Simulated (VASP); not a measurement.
HgTe:

```
CELL_PARAMETERS angstrom
4.87683 0.00000 0.00000
-2.43842 4.22346 0.00000
0.00000 0.00000 7.29800
ATOMIC_POSITIONS crystal
Hg 0.33333 0.66667 0.25000
Hg 0.66667 0.33333 0.75000
Te 0.66667 0.33333 0.25000
Te 0.33333 0.66667 0.75000
```

| Item | Value |
| --- | --- |
| Program | VASP 6.6.1 |
| Task | relaxation of cell and atoms |
| Functional | LDA |
| Potentials or basis | VASP PAW LDA potentials, release 64 (Hg, Te) |
| Cutoff | 600 eV |
| k mesh | 6 × 6 × 4 |
| Occupations | fermi-dirac, width 0.02 eV |
| Spin | no spin polarisation |

At the start: pressure -3.3 GPa; volume 37.58 Å³/atom.

How do energy, volume and symmetry change on relaxing?

Over 20 steps the energy falls by 52.4 meV/atom and the volume is 32.67 Å³/atom (-13.1 %); space group P6_3/mmc (No. 194, to 0.1 Å) before and after.

Step by step:
```tsv
step	energy change (eV)	largest force (eV/Å)	pressure (GPa)	volume (Å³)
1	0.0000	0.0000	-3.31	150.32
2	-0.1215	0.0000	1.33	134.04
3	-0.1417	0.0000	-0.19	138.13
4	-0.1628	0.0000	-0.12	136.43
5	-0.2006	0.0000	0.22	131.88
6	-0.1614	0.0000	2.83	122.40
7	-0.2043	0.0000	0.81	128.64
8	-0.2060	0.0000	0.58	129.75
9	-0.2046	0.0000	-0.75	132.74
10	-0.2095	0.0000	-0.05	131.08
11	-0.2095	0.0000	-0.05	131.06
12	-0.2086	0.0000	0.29	130.40
13	-0.2095	0.0000	-0.05	131.03
14	-0.2096	0.0000	0.01	130.88
15	-0.2097	0.0000	0.02	130.76
16	-0.2097	0.0000	0.07	130.52
17	-0.2097	0.0000	0.03	130.65
18	-0.2097	0.0000	0.05	130.58
19	-0.2097	0.0000	-0.04	130.72
20	-0.2097	0.0000	0.00	130.66
```

Final structure:
```
Hg Te
1.0
     4.80959    0.00000    0.00000
    -2.40480    4.16523    0.00000
     0.00000    0.00000    6.52244
Hg Te
2 2
Direct
  0.33333 0.66667 0.25000
  0.66667 0.33333 0.75000
  0.66667 0.33333 0.25000
  0.33333 0.66667 0.75000
```
